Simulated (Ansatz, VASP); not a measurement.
## HfMg3 in VASP and in Ansatz

File INCAR:

```
PREC     = Accurate       # precision mode
ENCUT    = 520            # plane-wave cutoff, eV
EDIFF    = 1E-6           # SCF threshold, eV
ISMEAR   = 0              # smearing method
SIGMA    = 0.1            # smearing width, eV
LREAL    = False          # projectors in reciprocal space
LASPH    = True           # aspherical terms in the spheres
NELM     = 100            # most SCF steps
ALGO     = Normal         # electronic algorithm
ISIF     = 2              # what is computed and relaxed
LWAVE    = False          # write WAVECAR
LCHARG   = True           # write CHGCAR
GGA      = PE             # functional
LELF     = True           # ELF
LVHAR    = True         
NBANDS   = 16             # bands
```

Contents of KPOINTS:

```
Automatic mesh
0
Gamma
  10 10 10
```

The input POSCAR:

```
HfMg3
1.0
    4.6190014531      0.0000000000      0.0000000000
    0.0000000000      4.6190014531      0.0000000000
    0.0000000000      0.0000000000      4.6190014531
Mg Hf
3 1
Direct
    0.5000000000      0.5000000000      0.0000000000
    0.5000000000      0.0000000000      0.5000000000
    0.0000000000      0.5000000000      0.5000000000
    0.0000000000      0.0000000000      0.0000000000
```

Input for Ansatz:

```yaml
crystal:
  lattice:
    - [4.6190014531, 0.0, 0.0]
    - [0.0, 4.6190014531, 0.0]
    - [0.0, 0.0, 4.6190014531]
  atoms:
    - { symbol: Mg, position: [0.5, 0.5, 0.0] }
    - { symbol: Mg, position: [0.5, 0.0, 0.5] }
    - { symbol: Mg, position: [0.0, 0.5, 0.5] }
    - { symbol: Hf, position: [0.0, 0.0, 0.0] }
basis:
  ecutwfc: 420
kpoints:
  mp_grid: { grid: [10, 10, 10] }
hamiltonian:
  xc: pbe
scf:
  occupations: { method: gaussian, width: 0.1 }
output:
  forces: true
  stress: true
  eigenvalues: true
```

Alike in both runs: task single point; functional PBE; k mesh 10 × 10 × 10; occupations gaussian, width 0.1 eV; no spin polarisation.

```csv
,VASP,Ansatz
version,VASP 6.6.1,Ansatz 0.2.0
potentials or method,"VASP PAW PBE potentials, release 64 (Mg, Hf_pv), cutoff 520 eV","scalar-relativistic, plane waves, PAW"
valence electrons in the cell,16,56
```

Ansatz gave:

- gap on the k mesh at the Fermi level (eV): none
- pressure (GPa): -5.3

Q: Which values does VASP return?

A: gap on the k mesh at the Fermi level (eV): none; pressure (GPa): -5.5.

A gap of «none» marks a metal or a gap that the smearing closes. VASP's potentials hold 16 valence electrons a cell and Ansatz's 56, so a difference there can come from the potentials and not from the codes.

Spin-orbit coupling is off throughout.
